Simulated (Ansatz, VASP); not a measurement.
## Pt: VASP beside Ansatz

The input INCAR:

```
  PREC = Accurate
  ENCUT = 400
  EDIFF = 1E-6
  ISMEAR = 0
  SIGMA = 0.1
  LREAL = F
  LASPH = T
  NELM = 120
  ALGO = Normal
  ISIF = 2
  LWAVE = F
  LCHARG = F
  LDIPOL = T
  IDIPOL = 3
  DIPOL = 0.5 0.5 0.500
  GGA = CA
  NBANDS = 44
  GGA_COMPAT = F
  NELMDL = -8
```

KPOINTS

```
regular mesh
0
Gamma
  13 13 1
```

The input POSCAR:

```
Pt
1.0
    2.7531922012      0.0000000000      0.0000000000
    0.0000000000      2.7531922012      0.0000000000
    0.0000000000      0.0000000000     26.6808052523
Pt
7
Direct
    0.5000000000      0.5000000000      0.2811009611
    0.0000000000      0.0000000000      0.3540673074
    0.5000000000      0.5000000000      0.4270336537
    0.0000000000      0.0000000000      0.5000000000
    0.5000000000      0.5000000000      0.5729663463
    0.0000000000      0.0000000000      0.6459326926
    0.5000000000      0.5000000000      0.7188990389
```

Input for Ansatz:

```yaml
crystal:
  lattice:
    - [2.7531922021, 0.0, 0.0]
    - [0.0, 2.7531922021, 0.0]
    - [0.0, 0.0, 26.6808052561]
  atoms:
    - { symbol: Pt, position: [0.5, 0.5, 0.2811009611] }
    - { symbol: Pt, position: [0.0, 0.0, 0.3540673074] }
    - { symbol: Pt, position: [0.5, 0.5, 0.4270336537] }
    - { symbol: Pt, position: [0.0, 0.0, 0.5] }
    - { symbol: Pt, position: [0.5, 0.5, 0.5729663463] }
    - { symbol: Pt, position: [0.0, 0.0, 0.6459326926] }
    - { symbol: Pt, position: [0.5, 0.5, 0.7188990389] }
basis:
  ecutwfc: 420
kpoints:
  mp_grid: { grid: [13, 13, 1] }
hamiltonian:
  xc: lda
scf:
  occupations: { method: gaussian, width: 0.1 }
output:
  forces: true
  stress: true
  eigenvalues: true
efield:
  axis: 3
  dipole_correction: true
```

Alike in both runs: task single point; functional LDA; k mesh 13 × 13 × 1; occupations gaussian, width 0.1 eV; no spin polarisation.

```csv
,VASP,Ansatz
version,VASP 6.6.1,Ansatz 0.2.0
potentials or method,"VASP PAW LDA potentials, release 64 (Pt), cutoff 400 eV","scalar-relativistic, plane waves, PAW"
valence electrons in the cell,70,126
```

|  | VASP | Ansatz | Ansatz less VASP |
| --- | --- | --- | --- |
| gap on the k mesh at the Fermi level (eV) | none | none | - |
| rms of the force components (eV/Å) | 0.163 | 0.173 | +0.0096 |

LDA's correlation is that of Perdew and Zunger in VASP and of Perdew and Wang (1992) in Ansatz. Atom by atom the forces differ by 0.013 eV/Å (rms over components). A gap of «none» marks a metal or a gap that the smearing closes. VASP's potentials hold 70 valence electrons a cell and Ansatz's 126, so a difference there can come from the potentials and not from the codes.

Spin-orbit coupling is off throughout.
